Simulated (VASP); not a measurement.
# Zr (P6/mmm) in VASP: relaxation of cell and atoms with PBE

Aim: the relaxation of cell and atoms of Zr with PBE.

The COD entry that gives the cell may itself be a prediction, so a difference from it is no test against experiment.

All numbers are computed with VASP 6.6.1; they aren't measurements. Logs are shortened: lines on timing, memory, paths and dates and some standing lists are left out, and cuts for length are marked.

**1. The cell of the first run**

The structure is hexagonal, space group P6/mmm (No. 191). Conventional cell: a = 4.910 Å, b = 4.910 Å, c = 5.989 Å, α = 90.00°, β = 90.00°, γ = 120.00°. Zr (site symmetry 6mm) has 8 Zr at 2.78 to 3.20 Å within 3.7 Å. Within 3.7 Å of Zr (site symmetry -6m2) lie 9 Zr at 2.83 to 3.16 Å.

**2. Relaxation of cell and atoms, PBE**

The input, INCAR:

```
PREC = Accurate ; ENCUT = 600
EDIFF = 1E-7 ; ISMEAR = 0
SIGMA = 0.1 ; LREAL = False
LASPH = True ; NELM = 100
ALGO = Normal ; ISIF = 3
LWAVE = False ; LCHARG = False
GGA = PE ; IBRION = 2
NSW = 100 ; EDIFFG = -0.01
```

The input, KPOINTS:

```
regular mesh
0
Gamma
  12 12 8
```

The input, POSCAR:

```
Zr
1.0
    4.9098304877      0.0000000000      0.0000000000
   -2.4549152439      4.2520379306      0.0000000000
    0.0000000000      0.0000000000      5.9889994366
Zr
4
Direct
    0.0000000000      0.0000000000      0.2324618364
    0.0000000000      0.0000000000      0.7675381636
    0.3333333333      0.6666666667      0.0000000000
    0.6666666667      0.3333333333      0.0000000000
```

Potentials or basis: VASP PAW PBE potentials, release 64 (Zr_sv).

On the command line:

```bash
$ cat potpaw_PBE.64/Zr_sv/POTCAR > POTCAR
$ mpirun -np 1 vasp_std > vasp.out
```

OUTCAR:

```text
PREC = Accurate
   ENCUT = 600
   EDIFF = 1E-7
   ISMEAR = 0
   LREAL = False
   LASPH = True
   NELM = 100
   ISIF = 3
   GGA = PE
   IBRION = 2
   NSW = 100
   EDIFFG = -0.01

 ion  position               nearest neighbor table
   1  0.000  0.000  0.232-   2 2.78   3 3.16   4 3.16   4 3.16   3 3.16   4 3.16   3 3.16   2 3.20

   2  0.000  0.000  0.768-   1 2.78   3 3.16   4 3.16   4 3.16   3 3.16   4 3.16   3 3.16   1 3.20

   3  0.333  0.667  0.000-   4 2.83   4 2.83   4 2.83   1 3.16   2 3.16   2 3.16   1 3.16   2 3.16
                             1 3.16
   4  0.667  0.333  0.000-   3 2.83   3 2.83   3 2.83   1 3.16   2 3.16   1 3.16   2 3.16   1 3.16
                             2 3.16

  LATTYP: Found a hexagonal cell.
 ALAT       =     4.9098304877
 C/A-ratio  =     1.2197975982

  Lattice vectors:

 A1 = (   4.9098304877,   0.0000000000,   0.0000000000)
 A2 = (  -2.4549152439,   4.2520379306,   0.0000000000)
 A3 = (   0.0000000000,   0.0000000000,   5.9889994366)

Analysis of symmetry for initial positions (statically):
=====================================================================
 Subroutine PRICEL returns:
 Original cell was already a primitive cell.

 Routine SETGRP: Setting up the symmetry group for a
 hexagonal supercell.

 Subroutine GETGRP returns: Found 24 space group operations
 (whereof 24 operations were pure point group operations)
 out of a pool of 24 trial point group operations.

The static configuration has the point symmetry D_6h.

Analysis of symmetry for dynamics (positions and initial velocities):
=====================================================================
 Subroutine PRICEL returns:
 Original cell was already a primitive cell.

 Routine SETGRP: Setting up the symmetry group for a
 hexagonal supercell.

 Subroutine GETGRP returns: Found 24 space group operations
 (whereof 24 operations were pure point group operations)
 out of a pool of 24 trial point group operations.

The dynamic configuration has the point symmetry D_6h.

 Subroutine INISYM returns: Found 24 space group operations
 (whereof 24 operations are pure point group operations),
 and found     1 'primitive' translations

----------------------------------------------------------------------------------------

                                     Primitive cell

  volume of cell :     125.0311

  direct lattice vectors                    reciprocal lattice vectors
     4.909830488  0.000000000  0.000000000     0.203673019  0.117590673  0.000000000
    -2.454915244  4.252037931  0.000000000     0.000000000  0.235181345  0.000000000
     0.000000000  0.000000000  5.988999437     0.000000000  0.000000000  0.166972799

  length of vectors
     4.909830488  4.909830488  5.988999437     0.235181345  0.235181345  0.166972799

  position of ions in fractional coordinates (direct lattice)
     0.000000000  0.000000000  0.232461836
     0.000000000  0.000000000  0.767538164
     0.333333333  0.666666667  0.000000000
     0.666666667  0.333333333  0.000000000

  ion indices of the primitive-cell ions
   primitive index   ion index
                 1           1
                 2           2
                 3           3
                 4           4

----------------------------------------------------------------------------------------

 KPOINTS: regular mesh

Automatic generation of k-mesh.
 Grid dimensions read from file:
 generate k-points for:   12   12    8

 Generating k-lattice:

  Cartesian coordinates                     Fractional coordinates (reciprocal lattice)
     0.016972752  0.009799223  0.000000000     0.083333333  0.000000000  0.000000000
     0.000000000  0.019598445  0.000000000     0.000000000  0.083333333  0.000000000
     0.000000000  0.000000000  0.020871600     0.000000000  0.000000000  0.125000000

  Length of vectors
     0.019598445  0.019598445  0.020871600

  Shift w.r.t. Gamma in fractional coordinates (k-lattice)
     0.000000000  0.000000000  0.000000000

 Subroutine IBZKPT returns following result:
 ===========================================

 Found     95 irreducible k-points:

 Following reciprocal coordinates:
            Coordinates               Weight
  0.000000  0.000000  0.000000      1.000000
  0.083333  0.000000  0.000000      6.000000
  0.166667  0.000000  0.000000      6.000000
  0.250000  0.000000  0.000000      6.000000
  0.333333 -0.000000  0.000000      6.000000
  0.416667  0.000000  0.000000      6.000000
[... 16 lines left out ...]
  0.250000  0.000000  0.125000     12.000000
  0.333333 -0.000000  0.125000     12.000000
 [... further k-points ...]
   k-points           NKPTS =     95   k-points in BZ     NKDIM =     95   number of bands    NBANDS=     28
   number of dos      NEDOS =    301   number of ions     NIONS =      4
   total plane-waves  NPLWV =  76800
   dimension x,y,z NGX =    40 NGY =   40 NGZ =   48
   dimension x,y,z NGXF=    80 NGYF=   80 NGZF=   96
   ions per type =               4
   NGX,Y,Z   is equivalent  to a cutoff of  13.54, 13.54, 13.32 a.u.
   NGXF,Y,Z  is equivalent  to a cutoff of  27.09, 27.09, 26.65 a.u.
 SYSTEM =  unknown system
   PREC   = accura    normal or accurate (medium, high low for compatibility)
   ISTART =      0    job   : 0-new  1-cont  2-samecut
   ICHARG =      2    charge: 1-file 2-atom 10-const
   ISPIN  =      1    spin polarized calculation?
   LNONCOLLINEAR =      F non collinear calculations
   LSORBIT =      F    spin-orbit coupling
   LASPH  =      T    aspherical Exc in radial PAW
   ENCUT  =  600.0 eV  44.10 Ry    6.64 a.u.   9.81  9.81 11.96*2*pi/ulx,y,z
   NELM   =    100;   NELMIN=  2; NELMDL= -5     # of ELM steps
   EDIFF  = 0.1E-06   stopping-criterion for ELM
   LREAL  =      F    real-space projection
   EDIFFG = -.1E-01   stopping-criterion for IOM
   NSW    =    100    number of steps for IOM
   IBRION =      2    ionic relax: 0-MD 1-quasi-New 2-CG
   NFREE  =      1    steps in history (QN), initial steepest desc. (CG)
   ISIF   =      3    stress and relaxation
   ISYM   =      2    0-nonsym 1-usesym 2-fastsym
   POTIM  = 0.5000    time-step for ionic-motion
   TEBEG  =    0.0;   TEEND  =   0.0 temperature during run
   PSTRESS=    0.0 pullay stress
   NELECT =      48.0000    total number of electrons
   NUPDOWN=      -1.0000    fix difference up-down
   EMIN   =  10.00;   EMAX   =-10.00  energy-range for DOS
   EFERMI =   0.00;   METHOD = LEGACY
   ISMEAR =     0;   SIGMA  =   0.10  broadening in eV -4-tet -1-fermi 0-gaus
   EFERMI_NEDOS =   21; number of points for ismear=-14 and -15
   IALGO  =     38    algorithm
   IMIX   =      4    mixing-type and parameters
     AMIX     =   0.40;   BMIX     =  1.00
     AMIX_MAG =   1.60;   BMIX_MAG =  1.00
  volume/ion in A,a.u.               =      31.26       210.94
  Fermi-wavevector in a.u.,A,eV,Ry     =   1.189824  2.248441 19.261501  1.415680
  Thomas-Fermi vector in A             =   2.325922
   LORBIT       =      0    0 simple, 1 ext, 2 COOP (PROOUT), +10 PAW based schemes
   GGA     = PE    functional components
   LHFCALC =     F    Hartree Fock is set to
   AEXX    =    0.0000 exact exchange contribution
   IVDW    =     0    specifies the selected vdW correction
   LEPSILON=     F    determine dielectric tensor
   LRPA    =     F    only Hartree local field effects (RPA)
 conjugate gradient relaxation of ions
 non-spin polarized calculation
 Gauss-broadening in eV      SIGMA  =   0.10
  energy-cutoff  :      600.00
  volume of cell :      125.03
 maximum number of plane-waves:      4212
 NGX is ok and might be reduce to    40
   NGX = 19   NGY = 19   NGZ = 23

--------------------------------------- Ionic step        1  -------------------------------------------

 number of electron      48.0000000 magnetization

 Free energy of the ion-electron system (eV)
  ---------------------------------------------------
  ext. energy  EPLUGINS =         0.00000000
  ---------------------------------------------------
  free energy    TOTEN  =       -30.64363814 eV

  energy without entropy =      -30.62739969  energy(sigma->0) =      -30.63551892

------------------------ aborting loop because EDIFF is reached ----------------------------------------

  FORCE on cell =-STRESS in cart. coord.  units (eV):
  Direction    XX          YY          ZZ          XY          YZ          ZX
  --------------------------------------------------------------------------------------
  -------------------------------------------------------------------------------------
  Total        0.2009288      0.2009288      0.0583618     -0.0000000      0.0000000     -0.0000000
  in kB        2.5747490      2.5747490      0.7478618     -0.0000000      0.0000000     -0.0000000
  external PRESSURE =       1.9657866 kB  Pullay stress =       0.0000000 kB
[... 137 lines left out ...]
  energy  without entropy=      -30.6278531421  energy(sigma->0) =      -30.63602631

--------------------------------------- Ionic step        5  -------------------------------------------

 number of electron      47.9999999 magnetization

 Free energy of the ion-electron system (eV)
  ---------------------------------------------------
  ext. energy  EPLUGINS =         0.00000000
  ---------------------------------------------------
  free energy    TOTEN  =       -30.64427295 eV

  energy without entropy =      -30.62788054  energy(sigma->0) =      -30.63607675

 E-fermi :   5.6629     XC(G=0):  -9.4002

 val. band max:        5.6586264699   @ k =   0.0833   0.0000   0.2500
 cond. band min:       5.6682767524   @ k =   0.0000   0.0000   0.1250
 fundamental gap:      0.0096502825
 Fermi energy:         5.6629088084

 k-point     1 :       0.0000    0.0000    0.0000
  band No.  band energies     occupation
      1     -43.3300      2.00000
      2     -43.1832      2.00000
      3     -42.9267      2.00000
      4     -42.6710      2.00000
      5     -21.7516      2.00000
      6     -21.4798      2.00000
[... 733 lines left out ...]
     27       6.6187      0.00000
     28       6.9744      0.00000

 [... further k-points ...]
[... 5 lines left out ...]
  --------------------------------------------------------------------------------------
  -------------------------------------------------------------------------------------
  Total        0.0131137      0.0131137     -0.0125260     -0.0000000     -0.0000000      0.0000000
  in kB        0.1679358      0.1679358     -0.1604098     -0.0000000     -0.0000000      0.0000000
  external PRESSURE =       0.0584873 kB  Pullay stress =       0.0000000 kB
[... 19 lines left out ...]
  FREE ENERGIE OF THE ION-ELECTRON SYSTEM (eV)
  ---------------------------------------------------
  free  energy   TOTEN  =       -30.6442729522 eV

  energy  without entropy=      -30.6278805422  energy(sigma->0) =      -30.63607675

 reached required accuracy - stopping structural energy minimisation
```

Wall time 26 min (1 thread of Intel Xeon Platinum 8175M at 2.50GHz (Skylake/Cascade Lake), shared host); peak memory 0.49 GiB.

Results:

```
Free energy                            : -30.6443 eV
Relaxed volume                         : 31.28 Å³/atom
Relaxed cell                           : a = 4.917 Å, b = 4.917 Å, c = 5.975 Å, α = 90.00°, β = 90.00°, γ = 120.00°
Space group after relaxing (to 0.05 Å) : P6/mmm (No. 191)
Energy gained by relaxing              : 0.2 meV/atom
Ionic steps                            : 5
Pressure after relaxing                : 0.0 GPa
Largest force after relaxing           : 0.007 eV/Å
Band gap on the k mesh                 : zero (band 24 reaches 6.05 eV, above the bottom of band 25 at 5.35 eV)
```

Forces in eV/Å, atoms in the order of the input:
```
Zr   0.000  0.000 -0.007
Zr   0.000  0.000  0.007
Zr   0.000  0.000  0.000
Zr   0.000  0.000  0.000
```

The path:
| step | energy change (eV) | largest force (eV/Å) | pressure (GPa) | volume (Å³) |
| --- | --- | --- | --- | --- |
| 1 | 0.0000 | 0.0822 | 0.20 | 125.03 |
| 2 | -0.0002 | 0.0388 | -0.25 | 125.73 |
| 3 | -0.0005 | 0.0152 | -0.05 | 125.41 |
| 4 | -0.0006 | 0.0073 | -0.03 | 125.30 |
| 5 | -0.0006 | 0.0066 | 0.01 | 125.11 |

Final structure:
```
Zr
1.0
     4.91733    0.00000    0.00000
    -2.45867    4.25853    0.00000
     0.00000    0.00000    5.97452
Zr
4
Direct
  0.00000 0.00000 0.23327
  0.00000 0.00000 0.76673
  0.33333 0.66667 0.00000
  0.66667 0.33333 0.00000
```
